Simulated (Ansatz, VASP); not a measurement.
## Co: VASP beside Ansatz

```
CELL_PARAMETERS angstrom
2.49304 0.00000 0.00000
0.00000 4.03693 0.00000
0.00000 0.00000 18.87870
ATOMIC_POSITIONS crystal
Co 0.00000 0.75000 0.42376
Co 0.50000 0.25000 0.46188
Co 0.50000 0.75000 0.53812
Co 0.00000 0.25000 0.57624
```

Alike in both runs: task single point; functional PBE; k mesh 15 × 9 × 1; occupations fermi-dirac, width 0.1 eV; collinear spin.

|  | VASP | Ansatz |
| --- | --- | --- |
| version | VASP 6.6.1 | Ansatz 0.2.0 |
| potentials or method | VASP PAW PBE potentials, release 64 (Co) | PAW with Ansatz's default frozen-core files, scalar-relativistic |
| plane-wave cutoff (eV) | 520 | 420 |
| valence electrons in the cell | 36 | 68 |

```csv
,VASP,Ansatz,Ansatz less VASP
rms of the force components (eV/Å),0.233,0.227,-0.0064
net moment per atom (μB),1.78,1.79,+0.011
size of the moment on the site where the two differ most (μB),1.74,1.80,+0.060
```

Site moments also hang on the region over which each program counts them. Atom by atom the forces differ by 0.013 eV/Å (rms over components). With one functional, cell and mesh, what is left measures potentials, basis and numerics. VASP's potentials hold 36 valence electrons a cell and Ansatz's 68, so a difference there can come from the potentials and not from the codes.
